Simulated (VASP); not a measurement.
A run of VASP 6.6.1 is set up as follows.

The input INCAR:

```
SYSTEM = TiO2
ALGO = Normal ; EDIFF = 1E-6
ENCUT = 520 ; GGA = PE
ISIF = 2 ; ISMEAR = -1
ISPIN = 2 ; ISYM = 0
LASPH = .True. ; LCHARG = .False.
LMAXMIX = 4 ; LORBIT = 11
LREAL = .False. ; LWAVE = .False.
MAGMOM = 0 0 0 0 0 0 ; NBANDS = 37
NELM = 150 ; PREC = Accurate
SIGMA = 0.02
```

Contents of KPOINTS:

```
k-points
0
Gamma
  5 5 7
  0 0 0
```

The input POSCAR:

```
TiO2
1.0
   -1.8921000000      1.8921000000      4.7573000000
    1.8921000000     -1.8921000000      4.7573000000
    1.8921000000      1.8921000000     -4.7573000000
Ti O
2 4
Direct
    0.0000000000      0.0000000000      0.0000000000
    0.7500000000      0.2500000000      0.5000000000
    0.2081000000      0.2081000000      0.0000000000
    0.9581000000      0.4581000000      0.5000000000
    0.5419000000      0.0419000000      0.5000000000
    0.7919000000      0.7919000000      0.0000000000
```

Potentials or basis: VASP PAW PBE potentials, release 64 (Ti_sv, O).

Command:

```console
$ cat potpaw_PBE.64/Ti_sv/POTCAR potpaw_PBE.64/O/POTCAR > POTCAR
$ mpirun -np 1 vasp_std > vasp.out
```

**Question.** Predict the net moment.

**Answer.** 0.00 μB per cell.

**Question.** What does it give for the pressure?

**Answer.** 5.9 GPa.

**Question.** What does it give for the largest force?

**Answer.** 0.124 eV/Å.

**Question.** Estimate the band gap on the k mesh.

**Answer.** 2.10 eV, indirect (least direct gap 2.54 eV).

Stress tensor (GPa, compression positive):
```
5.41 0.00 0.00
0.00 5.41 0.00
0.00 0.00 6.79
```

A k mesh can miss the band edges. Expect the measured gap to be larger: semilocal functionals such as PBE lack the derivative discontinuity.
